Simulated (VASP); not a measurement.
Here is a VASP 6.6.1 calculation.

POSCAR

```
TiAl2
1.0
    1.9566755066     -6.0339436914      0.0000000000
    1.9566755066      6.0339436914      0.0000000000
    0.0000000000      0.0000000000      3.9928634801
Ti Al
2 4
Direct
    0.6564175581      0.3435824419      0.0000000000
    0.3435824419      0.6564175581      0.0000000000
    0.0000000000      0.0000000000      0.0000000000
    0.8274221863      0.1725778137      0.5000000000
    0.1725778137      0.8274221863      0.5000000000
    0.5000000000      0.5000000000      0.5000000000
```

File INCAR.step1:

```
SYSTEM = TiAl2
  PREC = Accurate
  ENCUT = 520
  ISMEAR = 0
  SIGMA = 0.1
  LREAL = .FALSE.
  LASPH = .TRUE.
  NELM = 100
  NBANDS = 27
  GGA = PE
  ALGO = Normal
  EDIFF = 1E-4
  LWAVE = .TRUE.
  LCHARG = .FALSE.
```

The input INCAR.step2:

```
SYSTEM = TiAl2
  PREC = Accurate
  ENCUT = 520
  EDIFF = 1E-7
  ISMEAR = 0
  SIGMA = 0.1
  LREAL = .FALSE.
  LASPH = .TRUE.
  NELM = 100
  ALGO = Normal
  ISIF = 2
  LWAVE = .FALSE.
  LCHARG = .TRUE.
  METAGGA = R2SCAN
  LMIXTAU = .TRUE.
  LELF = .TRUE.
  LVHAR = .TRUE.
  NBANDS = 27
  ISTART = 1
```

KPOINTS

```
Automatic mesh
0
G
  10 10 10
  0 0 0
```

Potentials or basis: VASP PAW PBE potentials, release 64 (Ti_sv, Al).

Launch:

```sh
$ cat potpaw_PBE.64/Ti_sv/POTCAR potpaw_PBE.64/Al/POTCAR > POTCAR
$ cp INCAR.step1 INCAR
$ mpirun -np 1 vasp_std > vasp.out
$ cp INCAR.step2 INCAR
$ mpirun -np 1 vasp_std > vasp.out
```

Task: Estimate the band gap on the k mesh.

Result: Zero (bands 18 and 19 overlap by 1.77 eV).

Task: Predict the pressure.

Result: 0.0 GPa.

Task: What does it give for the largest force?

Result: 0.007 eV/Å.

Forces on the atoms (eV/Å):
```
Ti   0.000  0.000  0.000
Ti   0.000  0.000  0.000
Al   0.000  0.000  0.000
Al   0.000 -0.007  0.000
Al   0.000  0.007  0.000
Al   0.000  0.000  0.000
```

Caveat: the PAW data sets were made with another functional, which shifts forces and pressure a little.
